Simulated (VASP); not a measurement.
Set up this calculation in VASP 6.6.1, as the native input.

```yaml
Task: single point
Functional: PBEsol
Potentials_or_basis: VASP PAW PBE potentials, release 64 (Pt)
Cutoff: 520 eV
k_mesh: 22 × 22 × 22
Occupations: gaussian, width 0.15 eV
Spin: collinear spin, ferromagnetic start
Starting_moments: "[0.35] μB"
Fixed_moment: 0.35 μB
Dipole_correction: no
Further_INCAR_settings: ALGO = Fast; EDIFF = 1e-06; NBANDS = 15
```

The structure of Pt lies in POSCAR:

```
Pt
1.0
    0.0000000000      2.0434252976      2.0434252976
    2.0434252976      0.0000000000      2.0434252976
    2.0434252976      2.0434252976      0.0000000000
Pt
1
Direct
    0.0000000000      0.0000000000      0.0000000000
```

One way to write it, as run:

INCAR

```
SYSTEM = Pt
PREC = Accurate ; ENCUT = 520
EDIFF = 1E-6 ; ISMEAR = 0
SIGMA = 0.15 ; LREAL = .FALSE.
LASPH = .TRUE. ; NELM = 150
ALGO = Fast ; ISIF = 2
LWAVE = .FALSE. ; LCHARG = .FALSE.
ISPIN = 2 ; MAGMOM = 0.35
LORBIT = 11 ; NUPDOWN = 0.35
LMAXMIX = 4 ; GGA = PS
NBANDS = 15
```

KPOINTS

```
regular mesh
0
G
  22 22 22
  0 0 0
```

Potentials or basis: VASP PAW PBE potentials, release 64 (Pt).

Launch:

```sh
$ cat potpaw_PBE.64/Pt/POTCAR > POTCAR
$ mpirun -np 1 vasp_std > vasp.out
```

Results of the run:

```
Pressure                                              : -25.6 GPa
Net moment                                            : 0.35 μB per cell
Site moments                                          : Pt +0.35 μB
Valence electrons inside the program's atomic spheres : Pt 9.00
```

Caveat: the PAW data sets were made with another functional, which shifts forces and pressure a little; the total moment is fixed, so each spin has its own Fermi level.

Wall time 100 s on 1 thread of Intel Xeon 6975P-C, on a shared host, peak memory 0.25 GiB.
